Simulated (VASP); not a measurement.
Set up this calculation in VASP 6.6.1, as the native input.

| Quantity | Value |
| --- | --- |
| Task | single point |
| Functional | PBE |
| Dispersion | D3(BJ) |
| Potentials or basis | VASP PAW PBE potentials, release 64 (H, Si, Cl) |
| Cutoff | 520 eV |
| k mesh | 2 × 2 × 1 |
| Occupations | fermi-dirac, width 0.02 eV |
| Spin | collinear spin |
| Starting moments | [0.0, 0.0, 0.0, 0.0, 0.0, 0.0, 0.0, 0.0, 0.0, 0.0, 0.0, 0.0, 0.0, 0.0, 0.0, 0.0, 0.0, 0.0, 0.0, 0.0, 0.19, 0.0, 0.0, 0.0, 0.0] μB |
| Dipole correction | no |
| Further INCAR settings | LREAL = Auto; ALGO = Normal; EDIFF = 1e-06; NBANDS = 62 |

The structure of Si16H8Cl lies in POSCAR:

```
Si16H8Cl
1.0
    7.6791800000      0.0000000000      0.0000000000
    3.8395900000      6.6503650000      0.0000000000
    0.0000000000      0.0000000000     17.8687650000
H Si Cl
8 16 1
Direct
    0.1666666792      0.1666666416      0.0559635767
    0.6666666792      0.1666666416      0.0559635767
    0.1666667168      0.6666665664      0.0559635767
    0.6666667168      0.6666665664      0.0559635767
    0.4979428267     -0.0006971046      0.4406249117
    0.0001309011      0.4995121320      0.4407848556
    0.4951783522      0.5065299423      0.4388516498
    0.6513601972      0.3072608797      0.4944733450
    0.1666666792      0.1666666416      0.1399089417
    0.6666666792      0.1666666416      0.1399089417
    0.1666667168      0.6666665664      0.1399089417
    0.6666667168      0.6666665664      0.1399089417
   -0.1668877585      0.3336705579      0.1822305571
    0.3333471685      0.3332884736      0.1823328585
   -0.1668843724      0.8332025385      0.1823911166
    0.3337412506      0.8331339708      0.1817610786
   -0.1659024223      0.3333331328      0.3136435562
    0.3325366668      0.3326751238      0.3135940844
   -0.1672479806      0.8330338260      0.3138228635
    0.3331380796      0.8350203335      0.3128573239
    0.0002651829     -0.0005829755      0.3520040697
    0.4999158059      0.0000282691      0.3566596237
   -0.0000839904      0.5002424679      0.3567269478
    0.4989650757      0.5010033284      0.3540996258
    0.7706804853      0.1527326696      0.5355288404
```

The input as run:

INCAR

```
PREC = Accurate
ENCUT = 520
EDIFF = 1E-6
ISMEAR = -1
SIGMA = 0.02
LREAL = Auto
LASPH = True
NELM = 150
ALGO = Normal
ISIF = 2
LWAVE = False
LCHARG = True
ISPIN = 2
MAGMOM = 0 0 0 0 0 0 0 0 0 0 0 0 0 0 0 0 0 0 0 0 0.19 0 0 0 0
LORBIT = 11
GGA = PE
IVDW = 12
LELF = True
LVHAR = True
NBANDS = 62
```

KPOINTS

```
Automatic mesh
0
Gamma
  2 2 1
```

Potentials or basis: VASP PAW PBE potentials, release 64 (H, Si, Cl).

The run is started by

```sh
$ cat potpaw_PBE.64/H/POTCAR potpaw_PBE.64/Si/POTCAR potpaw_PBE.64/Cl/POTCAR > POTCAR
$ mpirun -np 1 vasp_std > vasp.out
```

It gave:

The largest force is 0.107 eV/Å and the band gap on the k mesh is 0.71 eV (least direct gap 0.80 eV). The net moment is 1.00 μB per cell, the site moments are H +0.00, +0.01, -0.00 (each value once); Si -0.00, +0.03, +0.02, +0.00, +0.24 (each value once); Cl +0.02 μB and the valence electrons inside the program's atomic spheres are H 0.57, 0.58 (each value once); Si 1.72, 1.71, 1.67 (each value once); Cl 5.15. The dispersion energy per atom is -0.163 eV.

Caveat: the k points lie up to 0.47 Å⁻¹ apart.

Run time: 20 min on 1 thread of Intel(R) Xeon(R) Platinum 8488C (Sapphire Rapids), on a shared host, peak memory 1.4 GiB.
